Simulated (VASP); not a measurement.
# NiS (P6_3/mmc) in VASP: a series of runs

Runs on NiS. Level: LDA. Tasks: single point.

Everything below comes from runs of VASP 6.6.1. Logs are shortened: lines on timing, memory, paths and dates and some standing lists are left out, and cuts for length are marked.

## 1. The cell of the first run

Symmetry: P6_3/mmc, No. 194, hexagonal system. The conventional cell has a = 3.425 Å, b = 3.425 Å, c = 5.340 Å, α = 90.00°, β = 90.00°, γ = 120.00°. Ni (site symmetry -3m) has 6 S at 2.39 Å and 2 Ni at 2.67 Å within 3.2 Å. Within 3.5 Å of S (site symmetry -6m2) lie 6 Ni at 2.39 Å and 12 S at 3.32 to 3.43 Å.

## 2. Single point, LDA

The input, INCAR:

```
ALGO = Normal
EDIFF = 1E-6
ENCUT = 520
GGA = CA
ISIF = 2
ISMEAR = -1
LASPH = True
LCHARG = False
LREAL = False
LWAVE = False
NBANDS = 24
NELM = 60
PREC = Accurate
SIGMA = 0.05
```

The input, KPOINTS:

```
k-points
0
Gamma
  11 11 7
```

The input, POSCAR:

```
NiS
1.0
    3.4250000000      0.0000000000      0.0000000000
   -1.7125000000      2.9661370080      0.0000000000
    0.0000000000      0.0000000000      5.3400000000
Ni S
2 2
Direct
    0.0000000000      0.0000000000      0.0000000000
    0.0000000000      0.0000000000      0.5000000000
    0.3333333333      0.6666666667      0.2500000000
    0.6666666667      0.3333333333      0.7500000000
```

Potentials or basis: VASP PAW LDA potentials, release 64 (Ni, S).

Command:

```console
$ cat potpaw_LDA.64/Ni/POTCAR potpaw_LDA.64/S/POTCAR > POTCAR
$ mpirun -np 1 vasp_std > vasp.out
```

OUTCAR:

```text
EDIFF = 1E-6
   ENCUT = 520
   GGA = CA
   ISIF = 2
   ISMEAR = -1
   LASPH = True
   LREAL = False
   NELM = 60
   PREC = Accurate

 ion  position               nearest neighbor table
   1  0.000  0.000  0.000-   3 2.39   4 2.39   4 2.39   3 2.39   4 2.39   3 2.39   2 2.67   2 2.67

   2  0.000  0.000  0.500-   3 2.39   4 2.39   4 2.39   3 2.39   4 2.39   3 2.39   1 2.67   1 2.67

   3  0.333  0.667  0.250-   1 2.39   2 2.39   1 2.39   2 2.39   1 2.39   2 2.39
   4  0.667  0.333  0.750-   1 2.39   2 2.39   1 2.39   2 2.39   1 2.39   2 2.39

  LATTYP: Found a hexagonal cell.
 ALAT       =     3.4250000000
 C/A-ratio  =     1.5591240876

  Lattice vectors:

 A1 = (   3.4250000000,   0.0000000000,   0.0000000000)
 A2 = (  -1.7125000000,   2.9661370080,   0.0000000000)
 A3 = (   0.0000000000,   0.0000000000,   5.3400000000)

Analysis of symmetry for initial positions (statically):
=====================================================================
 Subroutine PRICEL returns:
 Original cell was already a primitive cell.

 Routine SETGRP: Setting up the symmetry group for a
 hexagonal supercell.

 Subroutine GETGRP returns: Found 24 space group operations
 (whereof 12 operations were pure point group operations)
 out of a pool of 24 trial point group operations.

The static configuration has the point symmetry D_3d.
 The point group associated with its full space group is D_6h.

Analysis of symmetry for dynamics (positions and initial velocities):
=====================================================================
 Subroutine PRICEL returns:
 Original cell was already a primitive cell.

 Routine SETGRP: Setting up the symmetry group for a
 hexagonal supercell.

 Subroutine GETGRP returns: Found 24 space group operations
 (whereof 12 operations were pure point group operations)
 out of a pool of 24 trial point group operations.

The dynamic configuration has the point symmetry D_3d.
 The point group associated with its full space group is D_6h.

 Subroutine INISYM returns: Found 24 space group operations
 (whereof 12 operations are pure point group operations),
 and found     1 'primitive' translations

[... 85 lines left out ...]
   ions per type =               2   2
   NGX,Y,Z   is equivalent  to a cutoff of  13.59, 13.59, 12.45 a.u.
   NGXF,Y,Z  is equivalent  to a cutoff of  27.18, 27.18, 24.91 a.u.
 SYSTEM =  unknown system
   PREC   = accura    normal or accurate (medium, high low for compatibility)
   ISTART =      0    job   : 0-new  1-cont  2-samecut
   ICHARG =      2    charge: 1-file 2-atom 10-const
   ISPIN  =      1    spin polarized calculation?
   LNONCOLLINEAR =      F non collinear calculations
   LSORBIT =      F    spin-orbit coupling
   LASPH  =      T    aspherical Exc in radial PAW
   ENCUT  =  520.0 eV  38.22 Ry    6.18 a.u.   6.37  6.37  9.93*2*pi/ulx,y,z
   NELM   =     60;   NELMIN=  2; NELMDL= -5     # of ELM steps
   EDIFF  = 0.1E-05   stopping-criterion for ELM
   LREAL  =      F    real-space projection
[... 7 lines left out ...]
   TEBEG  =    0.0;   TEEND  =   0.0 temperature during run
   PSTRESS=    0.0 pullay stress
   NELECT =      32.0000    total number of electrons
   NUPDOWN=      -1.0000    fix difference up-down
   EMIN   =  10.00;   EMAX   =-10.00  energy-range for DOS
   EFERMI =   0.00;   METHOD = LEGACY
   ISMEAR =    -1;   SIGMA  =   0.05  broadening in eV -4-tet -1-fermi 0-gaus
   EFERMI_NEDOS =   21; number of points for ismear=-14 and -15
   IALGO  =     38    algorithm
   IMIX   =      4    mixing-type and parameters
     AMIX     =   0.40;   BMIX     =  1.00
     AMIX_MAG =   1.60;   BMIX_MAG =  1.00
  volume/ion in A,a.u.               =      13.56        91.52
  Fermi-wavevector in a.u.,A,eV,Ry     =   1.372968  2.594534 25.647549  1.885042
  Thomas-Fermi vector in A             =   2.498527
   LORBIT       =      0    0 simple, 1 ext, 2 COOP (PROOUT), +10 PAW based schemes
   GGA     = CA    functional components
   LHFCALC =     F    Hartree Fock is set to
   AEXX    =    0.0000 exact exchange contribution
   IVDW    =     0    specifies the selected vdW correction
   LEPSILON=     F    determine dielectric tensor
   LRPA    =     F    only Hartree local field effects (RPA)
 non-spin polarized calculation
  energy-cutoff  :      520.00
  volume of cell :       54.25
 maximum number of plane-waves:      1478
 NGX is ok and might be reduce to    28
   NGX = 13   NGY = 13   NGZ = 19

 number of electron      31.9999985 magnetization

 Free energy of the ion-electron system (eV)
  ---------------------------------------------------
  ext. energy  EPLUGINS =         0.00000000
  ---------------------------------------------------
  free energy    TOTEN  =       -23.98203866 eV

  energy without entropy =      -23.95942595  energy(sigma->0) =      -23.97073231

 E-fermi :   8.3211     XC(G=0): -12.0423

 val. band max:        8.3173570562   @ k =   0.2727   0.2727   0.1429
 cond. band min:       8.3292244650   @ k =   0.2727   0.2727   0.0000
 fundamental gap:      0.0118674088
 Fermi energy:         8.3210720420

 k-point     1 :       0.0000    0.0000    0.0000
  band No.  band energies     occupation
      1      -7.2987      2.00000
      2      -5.0162      2.00000
      3       0.6401      2.00000
      4       3.6217      2.00000
      5       3.6217      2.00000
      6       5.2148      2.00000
[... 637 lines left out ...]
     23      16.2543      0.00000
     24      16.8038      0.00000

 [... further k-points ...]

------------------------ aborting loop because EDIFF is reached ----------------------------------------

  FORCE on cell =-STRESS in cart. coord.  units (eV):
  Direction    XX          YY          ZZ          XY          YZ          ZX
  --------------------------------------------------------------------------------------
  -------------------------------------------------------------------------------------
  Total       -3.5889995     -3.5889995     -5.3648634      0.0000000      0.0000000      0.0000000
  in kB     -105.9963573   -105.9963573   -158.4441505      0.0000000      0.0000000      0.0000000
  external PRESSURE =    -123.4789550 kB  Pullay stress =       0.0000000 kB

 VOLUME and BASIS-vectors are now :
 -----------------------------------------------------------------------------
  energy-cutoff  :      520.00
  volume of cell :       54.25
      direct lattice vectors                 reciprocal lattice vectors
     3.425000000  0.000000000  0.000000000     0.291970803  0.168569422  0.000000000
    -1.712500000  2.966137008  0.000000000     0.000000000  0.337138843  0.000000000
     0.000000000  0.000000000  5.340000000     0.000000000  0.000000000  0.187265918

 POSITION                                       TOTAL-FORCE (eV/Angst)
 -----------------------------------------------------------------------------------
      0.00000      0.00000      0.00000         0.000000      0.000000     -0.000000
      0.00000      0.00000      2.67000         0.000000      0.000000     -0.000000
     -0.00000      1.97742      1.33500        -0.000000      0.000000     -0.000000
      1.71250      0.98871      4.00500         0.000000      0.000000      0.000000
 -----------------------------------------------------------------------------------
    total drift:                               -0.000000     -0.000000     -0.000000

  FREE ENERGIE OF THE ION-ELECTRON SYSTEM (eV)
  ---------------------------------------------------
  free  energy   TOTEN  =       -23.9820386632 eV

  energy  without entropy=      -23.9594259503  energy(sigma->0) =      -23.97073231
```

stdout:

```text
POSCAR found type information on POSCAR NiS
 POSCAR found :  2 types and       4 ions
 scaLAPACK will be used
 LDA part: xc-table for (Slater(with rela. corr.)+CA(PZ))
 , standard interpolation
 POSCAR, INCAR and KPOINTS ok, starting setup
 FFT: planning ... GRIDC
 FFT: planning ... GRID_SOFT
 FFT: planning ... GRID
 WAVECAR not read
 entering main loop
```

Run time: 41 s. Hardware: 1 thread of Intel Xeon 6975P-C (Granite Rapids), shared host; peak memory 0.19 GiB.

Results:

| Property | Result |
| --- | --- |
| Free energy | -23.9820 eV |
| Pressure | -12.3 GPa |
| Band gap on the k mesh | zero (bands 16 and 17 overlap by 0.56 eV) |

Stress tensor (GPa, compression positive):
```
-10.60   0.00   0.00
  0.00 -10.60   0.00
  0.00   0.00 -15.84
```

Caveat: the cell stands under tension; the run has no spin polarisation, though such a crystal can be magnetic. Spin polarisation is off, so any magnetic state and its effect on volume and gap are missing.

## 3. Single point, LDA, collinear spin, zero start

The input, INCAR:

```
PREC = Accurate ; ENCUT = 520
EDIFF = 1E-6 ; ISMEAR = -1
SIGMA = 0.05 ; LREAL = False
LASPH = True ; NELM = 150
ALGO = Normal ; ISIF = 2
LWAVE = False ; LCHARG = True
ISPIN = 2 ; MAGMOM = 0 0 0 0
LORBIT = 11 ; NUPDOWN = 0.0
LMAXMIX = 4 ; GGA = CA
LELF = True ; LVHAR = True
NBANDS = 28
```

The input, KPOINTS:

```
regular mesh
0
Gamma
  11 11 7
```

POSCAR is that of step 2.

Potentials or basis: VASP PAW LDA potentials, release 64 (Ni, S).

Command:

```console
$ cat potpaw_LDA.64/Ni/POTCAR potpaw_LDA.64/S/POTCAR > POTCAR
$ mpirun -np 1 vasp_std > vasp.out
```

It took 90 s on 1 thread of Intel Xeon 6975P-C (Granite Rapids), shared host; peak memory 0.24 GiB.

It converged, with:

```
Free energy                                           : -23.9820 eV
Pressure                                              : -12.5 GPa
Net moment                                            : 0.00 μB per cell
Valence electrons inside the program's atomic spheres : Ni 9.27; S 3.62
```

Stress tensor (GPa, compression positive):
```
-10.72   0.00   0.00
  0.00 -10.72   0.00
  0.00   0.00 -15.95
```

Caveat: the cell stands under tension; the total moment is fixed, so each spin has its own Fermi level.

(Continued in part 2 of 2.)
